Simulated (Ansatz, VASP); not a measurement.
## One calculation of Na, two programs

File INCAR:

```
PREC = Accurate
ENCUT = 520
EDIFF = 1E-6
ISMEAR = -1
SIGMA = 0.1
LREAL = F
LASPH = T
NELM = 60
ALGO = Normal
ISIF = 2
LWAVE = F
LCHARG = T
GGA = PE
LELF = T
LVHAR = T
NBANDS = 22
```

File KPOINTS:

```
Automatic mesh
0
Gamma
  8 8 5
```

File POSCAR:

```
Na
1.0
    2.8490042364      0.0000000000      0.0000000000
   -1.4245021182      2.4673100442      0.0000000000
    0.0000000000      0.0000000000      9.0630700102
Na
4
Direct
    0.0000000000      0.0000000000      0.0000000000
    0.0000000000      0.0000000000      0.5000000000
    0.3333333333      0.6666666667      0.2500000000
    0.6666666667      0.3333333333      0.7500000000
```

Input for Ansatz:

```yaml
crystal:
  lattice:
    - [2.8490042364, 0.0, 0.0]
    - [-1.4245021182, 2.4673100442, 0.0]
    - [0.0, 0.0, 9.0630700102]
  atoms:
    - { symbol: Na, position: [0.0, 0.0, 0.0] }
    - { symbol: Na, position: [0.0, 0.0, 0.5] }
    - { symbol: Na, position: [0.3333333333, 0.6666666667, 0.25] }
    - { symbol: Na, position: [0.6666666667, 0.3333333333, 0.75] }
kpoints:
  mp_grid: { grid: [8, 8, 5] }
scf:
  occupations: { method: fermi_dirac, width: 0.1 }
hamiltonian:
  xc: pbe
  pseudopotentials: { kind: nc }
output:
  forces: true
  stress: true
  eigenvalues: true
```

Change from the starting cell: volume scaled by 0.43, norm-conserving files.

Alike in both runs: task single point; functional PBE; k mesh 8 × 8 × 5; occupations fermi-dirac, width 0.1 eV; no spin polarisation.

|  | VASP | Ansatz |
| --- | --- | --- |
| version | VASP 6.6.1 | Ansatz 0.2.0 |
| potentials or method | VASP PAW PBE potentials, release 64 (Na_pv) | scalar-relativistic |
| plane-wave cutoff (eV) | 520 | 1197 |
| valence electrons in the cell | 28 | 36 |

Ansatz gave:

```
pressure (GPa)                                                : 31.8
traceless stress, the component that is largest in VASP (GPa) : -0.12
```

Question: Estimate VASP's values.

Answer: Pressure (GPa): 31.9; traceless stress, the component that is largest in VASP (GPa): -0.12.

Both programs put the cell under a high pressure, so it lies far from rest at this level. The functional is the same, so the differences come from potentials, cutoffs and numerics. VASP's potentials hold 28 valence electrons a cell and Ansatz's 36, so a difference there can come from the potentials and not from the codes.
